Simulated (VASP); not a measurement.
# Re (I4/mmm) in VASP: notebook, part 2 of 2

VASP 6.6.1. The steps go on from the part before.

## 3. Single point, LDA (equal xx and yy strain of -2 %)

INCAR

```
PREC = Accurate ; ENCUT = 520
EDIFF = 1E-6 ; ISMEAR = -1
SIGMA = 0.03 ; LREAL = False
LASPH = True ; NELM = 100
ALGO = Normal ; ISIF = 2
LWAVE = False ; LCHARG = False
NBANDS = 10
```

KPOINTS

```
regular mesh
0
Gamma
  14 14 14
```

POSCAR

```
Re
1.0
    0.0000000000      1.9355000000      1.9750000000
    1.9355000000      0.0000000000      1.9750000000
    1.9355000000      1.9355000000      0.0000000000
Re
1
Direct
    0.0000000000      0.0000000000      0.0000000000
```

Potentials or basis: VASP PAW LDA potentials, release 64 (Re).

Run with:

```console
> cat potpaw_LDA.64/Re/POTCAR > POTCAR
> mpirun -np 1 vasp_std > vasp.out
```

OUTCAR:

```text
PREC = Accurate
   ENCUT = 520
   EDIFF = 1E-6
   ISMEAR = -1
   LREAL = False
   LASPH = True
   NELM = 100
   ISIF = 2

 ion  position               nearest neighbor table
   1  0.000  0.000  0.000-

  LATTYP: Found a body centered tetragonal cell.
 ALAT       =     2.7372103500
 C/A-ratio  =     1.4430750636

  Lattice vectors:

 A1 = (  -1.9355000000,   0.0000000000,   1.9750000000)
 A2 = (   1.9355000000,   0.0000000000,   1.9750000000)
 A3 = (   0.0000000000,   1.9355000000,  -1.9750000000)

Analysis of symmetry for initial positions (statically):
=====================================================================
 Subroutine PRICEL returns:
 Original cell was already a primitive cell.

 Routine SETGRP: Setting up the symmetry group for a
 body centered tetragonal supercell.

 Subroutine GETGRP returns: Found 16 space group operations
 (whereof 16 operations were pure point group operations)
 out of a pool of 16 trial point group operations.

The static configuration has the point symmetry D_4h.

Analysis of symmetry for dynamics (positions and initial velocities):
=====================================================================
 Subroutine PRICEL returns:
 Original cell was already a primitive cell.

 Routine SETGRP: Setting up the symmetry group for a
 body centered tetragonal supercell.

 Subroutine GETGRP returns: Found 16 space group operations
 (whereof 16 operations were pure point group operations)
 out of a pool of 16 trial point group operations.

The dynamic configuration has the point symmetry D_4h.

 Subroutine INISYM returns: Found 16 space group operations
 (whereof 16 operations are pure point group operations),
 and found     1 'primitive' translations

----------------------------------------------------------------------------------------

                                     Primitive cell

  volume of cell :      14.7973
[... 110 lines left out ...]
  Thomas-Fermi vector in A             =   2.408299
   LORBIT       =      0    0 simple, 1 ext, 2 COOP (PROOUT), +10 PAW based schemes
   GGA     = CA    functional components
   LHFCALC =     F    Hartree Fock is set to
   AEXX    =    0.0000 exact exchange contribution
   IVDW    =     0    specifies the selected vdW correction
   LEPSILON=     F    determine dielectric tensor
   LRPA    =     F    only Hartree local field effects (RPA)
 non-spin polarized calculation
  energy-cutoff  :      520.00
  volume of cell :       14.80
 maximum number of plane-waves:       408
 NGX is ok and might be reduce to    24
   NGX = 11   NGY = 11   NGZ = 11

 number of electron       7.0000001 magnetization

 Free energy of the ion-electron system (eV)
  ---------------------------------------------------
  ext. energy  EPLUGINS =         0.00000000
  ---------------------------------------------------
  free energy    TOTEN  =       -13.67641049 eV

  energy without entropy =      -13.67333366  energy(sigma->0) =      -13.67487208

 E-fermi :   8.0343     XC(G=0): -13.8116

 val. band max:        8.0273750141   @ k =   0.3571   0.2143   0.0714
 cond. band min:       8.0543634663   @ k =  -0.4286   0.2857   0.1429
 fundamental gap:      0.0269884522
 Fermi energy:         8.0342975225

 k-point     1 :       0.0000    0.0000    0.0000
  band No.  band energies     occupation
      1      -1.9780      2.00000
      2       5.9275      2.00000
      3       6.2260      2.00000
      4       6.2260      2.00000
      5       9.0645      0.00000
      6       9.4714      0.00000
      7      22.0143      0.00000
      8      27.1356      0.00000
      9      27.8219      0.00000
     10      27.8219      0.00000
[... 287 lines left out ...]
 k-point    24 :       0.2857    0.1429    0.0000
  band No.  band energies     occupation
      1       0.8195      2.00000
      2       4.4193      2.00000
      3       6.2709      2.00000
      4       7.5001      2.00000
      5       8.8541      0.00000
      6      10.4526      0.00000
      7      23.5898      0.00000
      8      26.5983      0.00000
      9      29.0038      0.00000
     10      29.3377      0.00000

 [... further k-points ...]

------------------------ aborting loop because EDIFF is reached ----------------------------------------

  FORCE on cell =-STRESS in cart. coord.  units (eV):
  Direction    XX          YY          ZZ          XY          YZ          ZX
  --------------------------------------------------------------------------------------
  -------------------------------------------------------------------------------------
  Total       -0.7553989     -0.7553989     -1.2007293      0.0000000     -0.0000000     -0.0000000
  in kB      -81.7906135    -81.7906135   -130.0086444      0.0000000     -0.0000000     -0.0000000
  external PRESSURE =     -97.8632905 kB  Pullay stress =       0.0000000 kB

 VOLUME and BASIS-vectors are now :
 -----------------------------------------------------------------------------
  energy-cutoff  :      520.00
  volume of cell :       14.80
      direct lattice vectors                 reciprocal lattice vectors
     0.000000000  1.935500000  1.975000000    -0.258331181  0.258331181  0.253164557
     1.935500000  0.000000000  1.975000000     0.258331181 -0.258331181  0.253164557
     1.935500000  1.935500000  0.000000000     0.258331181  0.258331181 -0.253164557

 POSITION                                       TOTAL-FORCE (eV/Angst)
 -----------------------------------------------------------------------------------
      0.00000      0.00000      0.00000        -0.000000     -0.000000      0.000000
 -----------------------------------------------------------------------------------
    total drift:                                0.000000      0.000000     -0.000000

  FREE ENERGIE OF THE ION-ELECTRON SYSTEM (eV)
  ---------------------------------------------------
  free  energy   TOTEN  =       -13.6764104931 eV

  energy  without entropy=      -13.6733336622  energy(sigma->0) =      -13.67487208
```

OSZICAR:

```text
N       E                     dE             d eps       ncg     rms          rms(c)
DAV:   1     0.130657768382E+02    0.13066E+02   -0.33380E+03  6312   0.635E+02
DAV:   2    -0.133082679643E+02   -0.26374E+02   -0.22976E+02  6378   0.145E+02
DAV:   3    -0.144209117512E+02   -0.11126E+01   -0.10743E+01  7698   0.450E+01
DAV:   4    -0.144245412921E+02   -0.36295E-02   -0.36278E-02  7678   0.149E+00
DAV:   5    -0.144245440689E+02   -0.27768E-05   -0.27766E-05  6524   0.354E-02    0.299E+01
DAV:   6    -0.138594760242E+02    0.56507E+00   -0.48980E-01  7790   0.106E+01    0.125E+01
DAV:   7    -0.136816448639E+02    0.17783E+00   -0.34369E-01  7786   0.844E+00    0.328E-01
DAV:   8    -0.136770758363E+02    0.45690E-02   -0.18048E-03  6660   0.276E-01    0.126E-01
DAV:   9    -0.136764060855E+02    0.66975E-03   -0.34404E-04  6772   0.106E-01    0.266E-02
DAV:  10    -0.136764106072E+02   -0.45217E-05   -0.10109E-05  6972   0.211E-02    0.705E-03
DAV:  11    -0.136764104931E+02    0.11410E-06   -0.56820E-08  3410   0.407E-03
   1 F= -.13676410E+02 E0= -.13674872E+02  d E =-.307683E-02
```

Run time: 11 s. Hardware: 1 thread of Intel Xeon 6975P-C (Granite Rapids), shared host; peak memory 0.16 GiB.

What came out:

```
Free energy : -13.6764 eV
Pressure    : -9.8 GPa
```

Caveat: the cell differs from its parent crystal (equal xx and yy strain of -2 %); spin-orbit coupling is left out, which moves the levels of the heavy elements.
